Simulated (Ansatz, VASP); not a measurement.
**Ti in VASP and in Ansatz**

File POSCAR:

```
Ti
1.0
    0.0000000000      2.0300000000      2.0300000000
    2.0300000000      0.0000000000      2.0300000000
    2.0300000000      2.0300000000      0.0000000000
Ti
1
Direct
    0.0000000000      0.0000000000      0.0000000000
```

Contents of INCAR.step1:

```
  ALGO = Normal
  EDIFF = 1E-4
  ENCUT = 600
  GGA = PE
  ISMEAR = -1
  LASPH = T
  LCHARG = F
  LREAL = F
  LWAVE = T
  NELM = 80
  PREC = Accurate
  SIGMA = 0.15
```

INCAR.step2

```
  ALGO = Normal
  EDIFF = 1E-6
  EDIFFG = -0.01
  ENCUT = 600
  IBRION = 2
  ISIF = 3
  ISMEAR = -1
  ISTART = 1
  LASPH = T
  LCHARG = F
  LMIXTAU = T
  LREAL = F
  LWAVE = F
  METAGGA = R2SCAN
  NELM = 80
  NSW = 80
  PREC = Accurate
  SIGMA = 0.15
```

KPOINTS

```
k-points
0
Gamma
  18 18 18
```

Input for Ansatz:

```yaml
crystal:
  lattice:
    - [0.0, 2.03, 2.03]
    - [2.03, 0.0, 2.03]
    - [2.03, 2.03, 0.0]
  atoms:
    - { symbol: Ti, position: [0.0, 0.0, 0.0] }
kpoints:
  mp_grid:
    grid: [18, 18, 18]
hamiltonian:
  xc: r2scan
scf:
  occupations:
    method: fermi_dirac
    width: 0.15
relax:
  cell: {}
```

Alike in both runs: task relaxation of cell and atoms; functional r2SCAN; k mesh 18 × 18 × 18; occupations fermi-dirac, width 0.15 eV; no spin polarisation.

|  | VASP | Ansatz |
| --- | --- | --- |
| version | VASP 6.6.1 | Ansatz 0.2.0 |
| potentials or method | VASP PAW PBE potentials, release 64 (Ti_sv) | plane waves, PAW |
| plane-wave cutoff (eV) | 600 | 500 |
| valence electrons in the cell | 12 | 12 |

```csv
,VASP,Ansatz,Ansatz less VASP
relaxed volume (Å³/atom),17.51,17.43,-0.077
relaxed cell length with the largest relative difference (Å),2.915,2.910,-0.0043
```

VASP's potentials were made for PBE, not for r2SCAN.
